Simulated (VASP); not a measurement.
Al3Pd:

```
Pd Al
1.0
     3.92042    0.00000    0.00000
     0.00000    3.92042    0.00000
     0.00000    0.00000    3.92042
Pd Al
1 3
Direct
  0.00000 0.00000 0.00000
  0.50000 0.50000 0.00000
  0.50000 0.00000 0.50000
  0.00000 0.50000 0.50000
```

Base run:

```yaml
Program: VASP 6.6.1
Functional: PBE
Potentials_or_basis: VASP PAW PBE potentials, release 64 (Pd, Al)
Cutoff: 500 eV
k_mesh: 7 × 7 × 7
Occupations: fermi-dirac, width 0.05 eV
Spin: no spin polarisation
```

Its results: band gap on the k mesh zero (an odd number of electrons rules out a gap without spin polarisation); pressure 3.8 GPa.

Task: The run is repeated on the same cell with these changes: functional from PBE to LDA; potentials or basis from VASP PAW PBE potentials, release 64 (Pd, Al) to VASP PAW LDA potentials, release 64 (Pd, Al). What comes out?

Result: Band gap on the k mesh zero (an odd number of electrons rules out a gap without spin polarisation); pressure -2.4 GPa.

Caveats: the cell stands under pressure (at least some runs).
